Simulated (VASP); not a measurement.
Runs of VASP 6.6.1 on Ti. The structure is that of space group P6/mmm (No. 191), or close to it. The cells are those of the table. This isn't the form of Ti at room conditions, which is hcp.

```tsv
cell	gap on the mesh (eV)	pressure (GPa)
a = 4.697, b = 4.697, c = 2.672 Å, angles 90.0, 90.0, 120.0°, 3 atoms	none	1.2
a = 4.494, b = 4.494, c = 2.918 Å, angles 90.0, 90.0, 120.0°, 3 atoms	none	0.2
a = 4.631, b = 4.631, c = 2.749 Å, angles 90.0, 90.0, 120.0°, 3 atoms	none	(b)
a = 4.185, b = 4.185, c = 3.364 Å, angles 90.0, 90.0, 120.0°, 3 atoms	none	(a)
a = 4.921, b = 4.921, c = 2.434 Å, angles 90.0, 90.0, 120.0°, 3 atoms	none	1.1
```

Alike in all rows: task single point; level r2SCAN; potentials or basis VASP PAW PBE potentials, release 64 (Ti_sv); no spin polarisation; k mesh 12 × 12 × 18; cutoff (eV) 520; smearing gaussian 0.15 eV.

**Question.** Estimate the missing entries.

**Answer.** (a) 0.8; (b) 0.7.

Caveats: the PAW data sets were made with another functional, which shifts forces and pressure a little; the stress differs along the axes, from -5 to 13 GPa (at least some runs); the stress differs along the axes, from -6 to 3 GPa (at least some runs); the stress differs along the axes, from -2 to 7 GPa (at least some runs); the stress differs along the axes, from -16 to 9 GPa (at least some runs); the stress differs along the axes, from -1 to 6 GPa (at least some runs).

A gap of «none» marks levels without a gap at the run's occupations.
